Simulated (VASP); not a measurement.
# CaSn2O5 (Cmcm) in VASP: single point with PBE

Aim: the single point of CaSn2O5 with PBE.

Program: VASP 6.6.1. These are calculated values, not measurements. Logs are shortened: lines on timing, memory, paths and dates and some standing lists are left out, and cuts for length are marked.

## 1. The cell of the first run

Symmetry: Cmcm, No. 63, orthorhombic system. Conventional cell: a = 4.000 Å, b = 10.887 Å, c = 10.866 Å, α = 90.00°, β = 90.00°, γ = 90.00°. Within 2.9 Å of Ca (site symmetry m2m) lie 6 O at 2.20 to 2.47 Å. Within 2.7 Å of Sn (site symmetry m) lie 6 O at 2.02 to 2.27 Å. O (site symmetry m) has 2 Sn at 2.02 to 2.08 Å and 1 Ca at 2.20 Å and 1 O at 2.59 Å within 2.7 Å. O (site symmetry m2m) has 2 Sn at 2.16 Å and 2 Ca at 2.32 Å within 2.9 Å. Within 2.8 Å of O (site symmetry m) lie 3 Sn at 2.11 to 2.27 Å and 1 Ca at 2.47 Å and 2 O at 2.61 Å.

## 2. Single point, PBE

Contents of INCAR:

```
SYSTEM = CaSn2O5
PREC = Accurate ; ENCUT = 520
EDIFF = 1E-6 ; ISMEAR = 0
SIGMA = 0.15 ; LREAL = Auto
LASPH = .TRUE. ; NELM = 60
ALGO = Normal ; ISIF = 2
LWAVE = .FALSE. ; LCHARG = .TRUE.
GGA = PE ; LELF = .TRUE.
LVHAR = .TRUE. ; NBANDS = 82
```

Contents of KPOINTS:

```
Automatic mesh
0
G
  3 3 1
  0 0 0
```

Contents of POSCAR:

```
CaSn2O5
1.0
    2.0000930075     -5.4437440540      0.0000000000
    2.0000930075      5.4437440540      0.0000000000
    0.0000000000      0.0000000000     10.8658783534
Ca Sn O
2 4 10
Direct
    0.8070896724      0.1929103276      0.7500000000
    0.1929103276      0.8070896724      0.2500000000
    0.1319655341      0.8680344659      0.9372042160
    0.1319655341      0.8680344659      0.5627957840
    0.8680344659      0.1319655341      0.4372042160
    0.8680344659      0.1319655341      0.0627957840
   -0.0476205161      1.0476205161      0.8908682458
   -0.0476205161      1.0476205161      0.6091317542
    0.1992887461      0.8007112539      0.7500000000
    0.3058623703      0.6941376297      0.0531838208
    0.3058623703      0.6941376297      0.4468161792
    1.0476205161     -0.0476205161      0.3908682458
    1.0476205161     -0.0476205161      0.1091317542
    0.8007112539      0.1992887461      0.2500000000
    0.6941376297      0.3058623703      0.9468161792
    0.6941376297      0.3058623703      0.5531838208
```

Potentials or basis: VASP PAW PBE potentials, release 64 (Ca_sv, Sn_d, O).

Launch:

```bash
$ cat potpaw_PBE.64/Ca_sv/POTCAR potpaw_PBE.64/Sn_d/POTCAR potpaw_PBE.64/O/POTCAR > POTCAR
$ mpirun -np 1 vasp_std > vasp.out
```

OUTCAR:

```text
SYSTEM = CaSn2O5
   PREC = Accurate
   ENCUT = 520
   EDIFF = 1E-6
   ISMEAR = 0
   LREAL = Auto
   LASPH = .TRUE.
   NELM = 60
   ISIF = 2
   GGA = PE

 ion  position               nearest neighbor table
   1  0.807  0.193  0.750-   7 2.20   8 2.20   9 2.32   9 2.32  16 2.47  15 2.47   3 3.43   3 3.43
                             4 3.43   4 3.43   6 3.46   5 3.46
   2  0.193  0.807  0.250-  12 2.20  13 2.20  14 2.32  14 2.32  11 2.47  10 2.47   5 3.43   5 3.43
                             6 3.43   6 3.43   4 3.46   3 3.46
   3  0.132  0.868  0.937-   7 2.02  13 2.08  15 2.11  15 2.11   9 2.16  10 2.27   6 3.18   1 3.43
                             1 3.43   2 3.46   6 3.53   6 3.53
   4  0.132  0.868  0.563-   8 2.02  12 2.08  16 2.11  16 2.11   9 2.16  11 2.27   5 3.18   1 3.43
                             1 3.43   2 3.46   5 3.53   5 3.53
   5  0.868  0.132  0.437-  12 2.02   8 2.08  11 2.11  11 2.11  14 2.16  16 2.27   4 3.18   2 3.43
                             2 3.43   1 3.46   4 3.53   4 3.53
   6  0.868  0.132  0.063-  13 2.02   7 2.08  10 2.11  10 2.11  14 2.16  15 2.27   3 3.18   2 3.43
                             2 3.43   1 3.46   3 3.53   3 3.53
   7  0.952  0.048  0.891-   3 2.02   6 2.08   1 2.20
   8  0.952  0.048  0.609-   4 2.02   5 2.08   1 2.20
   9  0.199  0.801  0.750-   3 2.16   4 2.16   1 2.32   1 2.32
  10  0.306  0.694  0.053-   6 2.11   6 2.11   3 2.27   2 2.47
  11  0.306  0.694  0.447-   5 2.11   5 2.11   4 2.27   2 2.47
  12  0.048  0.952  0.391-   5 2.02   4 2.08   2 2.20
  13  0.048  0.952  0.109-   6 2.02   3 2.08   2 2.20
  14  0.801  0.199  0.250-   5 2.16   6 2.16   2 2.32   2 2.32
  15  0.694  0.306  0.947-   3 2.11   3 2.11   6 2.27   1 2.47
  16  0.694  0.306  0.553-   4 2.11   4 2.11   5 2.27   1 2.47

  LATTYP: Found a base centered orthorhombic cell.
 ALAT       =     4.0001860150
 B/A-ratio  =     2.7217454556
 C/A-ratio  =     2.7163432682

  Lattice vectors:

 A1 = (   2.0000930075,  -5.4437440540,   0.0000000000)
 A2 = (   2.0000930075,   5.4437440540,   0.0000000000)
 A3 = (   0.0000000000,   0.0000000000,  10.8658783534)

Analysis of symmetry for initial positions (statically):
=====================================================================
 Subroutine PRICEL returns:
 Original cell was already a primitive cell.

 Routine SETGRP: Setting up the symmetry group for a
 base centered orthorhombic supercell.

 Subroutine GETGRP returns: Found  8 space group operations
 (whereof  4 operations were pure point group operations)
 out of a pool of  8 trial point group operations.

The static configuration has the point symmetry C_2h.
 The point group associated with its full space group is D_2h.

Analysis of symmetry for dynamics (positions and initial velocities):
=====================================================================
 Subroutine PRICEL returns:
 Original cell was already a primitive cell.

 Routine SETGRP: Setting up the symmetry group for a
 base centered orthorhombic supercell.

 Subroutine GETGRP returns: Found  8 space group operations
 (whereof  4 operations were pure point group operations)
 out of a pool of  8 trial point group operations.

The dynamic configuration has the point symmetry C_2h.
 The point group associated with its full space group is D_2h.

 Subroutine INISYM returns: Found  8 space group operations
 (whereof  4 operations are pure point group operations),
 and found     1 'primitive' translations

----------------------------------------------------------------------------------------

                                     Primitive cell

  volume of cell :     236.6152

  direct lattice vectors                    reciprocal lattice vectors
     2.000093007 -5.443744054  0.000000000     0.249988375 -0.091848550  0.000000000
     2.000093007  5.443744054  0.000000000     0.249988375  0.091848550  0.000000000
     0.000000000  0.000000000 10.865878353     0.000000000  0.000000000  0.092031216

  length of vectors
     5.799544927  5.799544927 10.865878353     0.266327512  0.266327512  0.092031216

  position of ions in fractional coordinates (direct lattice)
     0.807089672  0.192910328  0.750000000
     0.192910328  0.807089672  0.250000000
     0.131965534  0.868034466  0.937204216
     0.131965534  0.868034466  0.562795784
     0.868034466  0.131965534  0.437204216
     0.868034466  0.131965534  0.062795784
[... 8 lines left out ...]
     0.694137630  0.305862370  0.946816179
     0.694137630  0.305862370  0.553183821

  ion indices of the primitive-cell ions
   primitive index   ion index
                 1           1
                 2           2
                 3           3
                 4           4
                 5           5
                 6           6
[... 8 lines left out ...]
                15          15
                16          16

----------------------------------------------------------------------------------------

 KPOINTS: Automatic mesh

Automatic generation of k-mesh.
 Grid dimensions read from file:
 generate k-points for:    3    3    1

 Generating k-lattice:

  Cartesian coordinates                     Fractional coordinates (reciprocal lattice)
     0.083329458 -0.030616183  0.000000000     0.333333333 -0.000000000  0.000000000
     0.083329458  0.030616183  0.000000000    -0.000000000  0.333333333  0.000000000
     0.000000000  0.000000000  0.092031216     0.000000000  0.000000000  1.000000000

  Length of vectors
     0.088775837  0.088775837  0.092031216

  Shift w.r.t. Gamma in fractional coordinates (k-lattice)
     0.000000000  0.000000000  0.000000000

 Subroutine IBZKPT returns following result:
 ===========================================

 Found      4 irreducible k-points:

 Following reciprocal coordinates:
            Coordinates               Weight
  0.000000  0.000000  0.000000      1.000000
  0.333333  0.000000  0.000000      4.000000
  0.333333  0.333333  0.000000      2.000000
 -0.333333  0.333333  0.000000      2.000000
   k-points           NKPTS =      4   k-points in BZ     NKDIM =      4   number of bands    NBANDS=     82
   number of dos      NEDOS =    301   number of ions     NIONS =     16
   total plane-waves  NPLWV = 193536
   dimension x,y,z NGX =    48 NGY =   48 NGZ =   84
   dimension x,y,z NGXF=    96 NGYF=   96 NGZF=  168
   ions per type =               2   4  10
   NGX,Y,Z   is equivalent  to a cutoff of  13.76, 13.76, 12.85 a.u.
   NGXF,Y,Z  is equivalent  to a cutoff of  27.52, 27.52, 25.70 a.u.
 SYSTEM =  CaSn2O5
   PREC   = accura    normal or accurate (medium, high low for compatibility)
   ISTART =      0    job   : 0-new  1-cont  2-samecut
   ICHARG =      2    charge: 1-file 2-atom 10-const
   ISPIN  =      1    spin polarized calculation?
   LNONCOLLINEAR =      F non collinear calculations
   LSORBIT =      F    spin-orbit coupling
   LASPH  =      T    aspherical Exc in radial PAW
   ENCUT  =  520.0 eV  38.22 Ry    6.18 a.u.  10.78 10.78 20.20*2*pi/ulx,y,z
   NELM   =     60;   NELMIN=  2; NELMDL= -5     # of ELM steps
   EDIFF  = 0.1E-05   stopping-criterion for ELM
   LREAL  =      T    real-space projection
   EDIFFG = 0.1E-04   stopping-criterion for IOM
   NSW    =      0    number of steps for IOM
   IBRION =     -1    ionic relax: 0-MD 1-quasi-New 2-CG
   NFREE  =      0    steps in history (QN), initial steepest desc. (CG)
   ISIF   =      2    stress and relaxation
   ISYM   =      2    0-nonsym 1-usesym 2-fastsym
   POTIM  = 0.5000    time-step for ionic-motion
   TEBEG  =    0.0;   TEEND  =   0.0 temperature during run
   PSTRESS=    0.0 pullay stress
   NELECT =     136.0000    total number of electrons
   NUPDOWN=      -1.0000    fix difference up-down
   EMIN   =  10.00;   EMAX   =-10.00  energy-range for DOS
   EFERMI =   0.00;   METHOD = LEGACY
   ISMEAR =     0;   SIGMA  =   0.15  broadening in eV -4-tet -1-fermi 0-gaus
   EFERMI_NEDOS =   21; number of points for ismear=-14 and -15
   IALGO  =     38    algorithm
   IMIX   =      4    mixing-type and parameters
     AMIX     =   0.40;   BMIX     =  1.00
     AMIX_MAG =   1.60;   BMIX_MAG =  1.00
  volume/ion in A,a.u.               =      14.79        99.80
  Fermi-wavevector in a.u.,A,eV,Ry     =   1.361153  2.572206 25.208018  1.852737
  Thomas-Fermi vector in A             =   2.487753
   LORBIT       =      0    0 simple, 1 ext, 2 COOP (PROOUT), +10 PAW based schemes
   GGA     = PE    functional components
   LHFCALC =     F    Hartree Fock is set to
   AEXX    =    0.0000 exact exchange contribution
   IVDW    =     0    specifies the selected vdW correction
   LEPSILON=     F    determine dielectric tensor
   LRPA    =     F    only Hartree local field effects (RPA)
 non-spin polarized calculation
 Gauss-broadening in eV      SIGMA  =   0.15
  energy-cutoff  :      520.00
  volume of cell :      236.62
 maximum number of plane-waves:      6378
 NGX is ok and might be reduce to    48
   NGX = 21   NGY = 21   NGZ = 41

 number of electron     136.0000021 magnetization

 Free energy of the ion-electron system (eV)
  ---------------------------------------------------
  ext. energy  EPLUGINS =         0.00000000
  ---------------------------------------------------
  free energy    TOTEN  =      -100.15437446 eV

  energy without entropy =     -100.15437446  energy(sigma->0) =     -100.15437446

 E-fermi :   3.5817     XC(G=0):  -9.8637

 val. band max:        2.9033692761   @ k =   0.3333   0.0000   0.0000
 cond. band min:       4.4429491906   @ k =   0.0000   0.0000   0.0000
 fundamental gap:      1.5395799145
 Fermi energy:         3.5816987167

 k-point     1 :       0.0000    0.0000    0.0000
  band No.  band energies     occupation
      1     -33.9354      2.00000
      2     -33.9352      2.00000
      3     -17.3438      2.00000
      4     -17.3226      2.00000
      5     -17.3039      2.00000
      6     -17.2742      2.00000
[... 72 lines left out ...]
     79      10.9649      0.00000
     80      11.3147      0.00000

 k-point     2 :       0.3333    0.0000    0.0000
  band No.  band energies     occupation
      1     -33.9304      2.00000
      2     -33.9303      2.00000
      3     -17.3447      2.00000
      4     -17.2578      2.00000
      5     -17.1922      2.00000
      6     -17.1472      2.00000
[... 72 lines left out ...]
     79      10.8742      0.00000
     80      11.0579      0.00000

 k-point     3 :       0.3333    0.3333    0.0000
  band No.  band energies     occupation
      1     -33.9303      2.00000
      2     -33.9303      2.00000
      3     -17.3545      2.00000
      4     -17.2595      2.00000
      5     -17.2535      2.00000
      6     -17.2486      2.00000
[... 72 lines left out ...]
     79      11.0302      0.00000
     80      11.1136      0.00000

 k-point     4 :      -0.3333    0.3333    0.0000
  band No.  band energies     occupation
      1     -33.9353      2.00000
      2     -33.9352      2.00000
      3     -17.4179      2.00000
      4     -17.4102      2.00000
      5     -17.3489      2.00000
      6     -17.2685      2.00000
[... 72 lines left out ...]
     79      11.0039      0.00000
     80      11.0785      0.00000
 [bands above 80 left out]

------------------------ aborting loop because EDIFF is reached ----------------------------------------

  FORCE on cell =-STRESS in cart. coord.  units (eV):
  Direction    XX          YY          ZZ          XY          YZ          ZX
  --------------------------------------------------------------------------------------
  -------------------------------------------------------------------------------------
  Total        0.8585018      0.8833652      0.4421754      0.0000000     -0.0000000      0.0000000
  in kB        5.8131173      5.9814730      2.9940736      0.0000000     -0.0000000      0.0000000
  external PRESSURE =       4.9295546 kB  Pullay stress =       0.0000000 kB

 VOLUME and BASIS-vectors are now :
 -----------------------------------------------------------------------------
  energy-cutoff  :      520.00
  volume of cell :      236.62
      direct lattice vectors                 reciprocal lattice vectors
     2.000093007 -5.443744054  0.000000000     0.249988375 -0.091848550  0.000000000
     2.000093007  5.443744054  0.000000000     0.249988375  0.091848550  0.000000000
     0.000000000  0.000000000 10.865878353     0.000000000  0.000000000  0.092031216

 POSITION                                       TOTAL-FORCE (eV/Angst)
 -----------------------------------------------------------------------------------
      2.00009     -3.34344      8.14941         0.000000     -0.023527     -0.000000
      2.00009      3.34344      2.71647         0.000000      0.023527     -0.000000
      2.00009      4.00697     10.18355         0.000000     -0.001571     -0.029839
      2.00009      4.00697      6.11527         0.000000     -0.001571      0.029839
      2.00009     -4.00697      4.75061         0.000000      0.001571     -0.029839
      2.00009     -4.00697      0.68233         0.000000      0.001571      0.029839
[... 8 lines left out ...]
      2.00009     -2.11367     10.28799         0.000000     -0.002786      0.007333
      2.00009     -2.11367      6.01083         0.000000     -0.002786     -0.007333
 -----------------------------------------------------------------------------------
    total drift:                               -0.000000     -0.000000      0.000000

  FREE ENERGIE OF THE ION-ELECTRON SYSTEM (eV)
  ---------------------------------------------------
  free  energy   TOTEN  =      -100.1543744613 eV

  energy  without entropy=     -100.1543744613  energy(sigma->0) =     -100.15437446
```

It took 3 min on 1 thread of Intel Xeon 6975P-C (Granite Rapids), shared host; peak memory 0.46 GiB.

What came out:

```yaml
Free_energy: -100.1544 eV
Pressure: 0.5 GPa
Largest_force: 0.040 eV/Å
Band_gap_on_the_k_mesh: 1.54 eV, indirect (least direct gap 1.56 eV)
```

Forces on the atoms (eV/Å):
```
Ca   0.000 -0.024  0.000
Ca   0.000  0.024  0.000
Sn   0.000 -0.002 -0.030
Sn   0.000 -0.002  0.030
Sn   0.000  0.002 -0.030
Sn   0.000  0.002  0.030
O    0.000 -0.009 -0.035
O    0.000 -0.009  0.035
O    0.000  0.040  0.000
O    0.000  0.003 -0.007
O    0.000  0.003  0.007
O    0.000  0.009 -0.035
O    0.000  0.009  0.035
O    0.000 -0.040  0.000
O    0.000 -0.003  0.007
O    0.000 -0.003 -0.007
```

Stress tensor (GPa, compression positive):
```
0.58 0.00 0.00
0.00 0.60 0.00
0.00 0.00 0.30
```

Caveat: the k points lie up to 0.58 Å⁻¹ apart; spin-orbit coupling is left out, which moves the levels of the heavy elements. A k mesh can miss the band edges.
